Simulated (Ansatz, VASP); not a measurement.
**HfWS4 in VASP and in Ansatz**

INCAR

```
SYSTEM = HfWS4
ALGO     = Normal         ! electronic algorithm
EDIFF    = 1E-6           ! SCF threshold, eV
ENCUT    = 520            ! plane-wave cutoff, eV
GGA      = PE             ! functional
ISIF     = 2              ! what is computed and relaxed
ISMEAR   = 0              ! smearing method
ISPIN    = 2              ! spin polarisation
LASPH    = .True.         ! aspherical terms in the spheres
LCHARG   = .True.         ! write CHGCAR
LELF     = .True.         ! ELF
LMAXMIX  = 4              ! l up to which the mixer works
LORBIT   = 11             ! projections on sites
LREAL    = .False.        ! projectors in reciprocal space
LVHAR    = .True.       
LWAVE    = .False.        ! write WAVECAR
MAGMOM   = 0 0 0 0 0 0    ! initial moments
NBANDS   = 37             ! bands
NELM     = 150            ! most SCF steps
PREC     = Accurate       ! precision mode
SIGMA    = 0.1            ! smearing width, eV
```

Contents of KPOINTS:

```
k-points
0
Gamma
  6 6 4
  0 0 0
```

Contents of POSCAR:

```
HfWS4
1.0
    5.0351753300      0.0000000000      0.0000000000
   -2.5175876700      4.3605897500      0.0000000000
    0.0000000000      0.0000000000      7.1692108000
Hf W S
1 1 4
Direct
    0.0000000000      0.0000000000      0.5000000000
    0.0000000000      0.0000000000      0.0000000000
    0.0000000000      0.0000000000      0.7496378700
    0.0000000000      0.0000000000      0.2503621300
    0.3333333300      0.6666666700      0.0000000000
    0.6666666700      0.3333333300      0.0000000000
```

Input for Ansatz:

```yaml
crystal:
  lattice:
    - [5.03517533, 0.0, 0.0]
    - [-2.51758767, 4.36058975, 0.0]
    - [0.0, 0.0, 7.1692108]
  atoms:
    - { symbol: Hf, position: [0.0, 0.0, 0.5] }
    - { symbol: W, position: [0.0, 0.0, 0.0] }
    - { symbol: S, position: [0.0, 0.0, 0.74963787] }
    - { symbol: S, position: [0.0, 0.0, 0.25036213] }
    - { symbol: S, position: [0.33333333, 0.66666667, 0.0] }
    - { symbol: S, position: [0.66666667, 0.33333333, 0.0] }
basis:
  ecutwfc: 420
kpoints:
  mp_grid: { grid: [6, 6, 4] }
hamiltonian:
  xc: pbe
scf:
  occupations: { method: gaussian, width: 0.1 }
  lower_state_search: "off"
output:
  forces: true
  stress: true
  eigenvalues: true
  populations: true
magnetization:
  spin_polarized: true
```

Alike in both runs: task single point; functional PBE; k mesh 6 × 6 × 4; occupations gaussian, width 0.1 eV; collinear spin.

|  | VASP | Ansatz |
| --- | --- | --- |
| version | VASP 6.6.1 | Ansatz 0.2.0 |
| potentials or method | VASP PAW PBE potentials, release 64 (Hf_pv, W_sv, S), cutoff 520 eV | scalar-relativistic, plane waves, PAW |
| valence electrons in the cell | 48 | 64 |

|  | VASP | Ansatz | Ansatz less VASP |
| --- | --- | --- | --- |
| gap on the k mesh at the Fermi level (eV) | none | none | - |
| rms of the force components (eV/Å) | 0.071 | 0.313 | +0.2413 |

Atom by atom the forces differ by 0.241 eV/Å (rms over components). A gap of «none» marks a metal or a gap that the smearing closes. One of these differences is far larger than is usual between the two programs; its cause wasn't traced. With one functional, cell and mesh, what is left measures potentials, basis and numerics. VASP's potentials hold 48 valence electrons a cell and Ansatz's 64, so a difference there can come from the potentials and not from the codes. Ansatz's warnings: no starting moments.

Neither program's run includes spin-orbit coupling.
